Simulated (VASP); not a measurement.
Pb, 3 atoms in the cell. Symmetry: P6/mmm, No. 191, hexagonal system. Conventional cell: a = 5.618 Å, b = 5.618 Å, c = 3.389 Å, α = 90.00°, β = 90.00°, γ = 120.00°. Pb (site symmetry 6/mmm) has 14 Pb at 3.39 to 3.66 Å within 4.5 Å. Within 4.3 Å of Pb (site symmetry -6m2) lie 11 Pb at 3.24 to 3.66 Å.  This cell differs from its parent crystal: volume scaled by 0.92.

- Program: VASP 6.6.1
- Task: single point
- Functional: RPBE
- Potentials or basis: VASP PAW PBE potentials, release 64 (Pb_d)
- Cutoff: 520 eV
- k mesh: 8 × 8 × 12
- Occupations: fermi-dirac, width 0.1 eV
- Spin: no spin polarisation
- Dipole correction: no
- Further INCAR settings: ALGO = Normal; EDIFF = 1e-06; NBANDS = 28

Potentials or basis: VASP PAW PBE potentials, release 64 (Pb_d).

Run with:

```console
$ cat potpaw_PBE.64/Pb_d/POTCAR > POTCAR
$ mpirun -np 1 vasp_std > vasp.out
```

Hardware: 1 thread of Intel(R) Xeon(R) 6975P-C (Granite Rapids), on a shared host.

**Question.** Estimate the wall time of this run.

**Answer.** It took 63 s on 1 thread of Intel(R) Xeon(R) 6975P-C (Granite Rapids) (shared host), peak memory 0.29 GiB. Counts: scf iterations 11, k points 70.
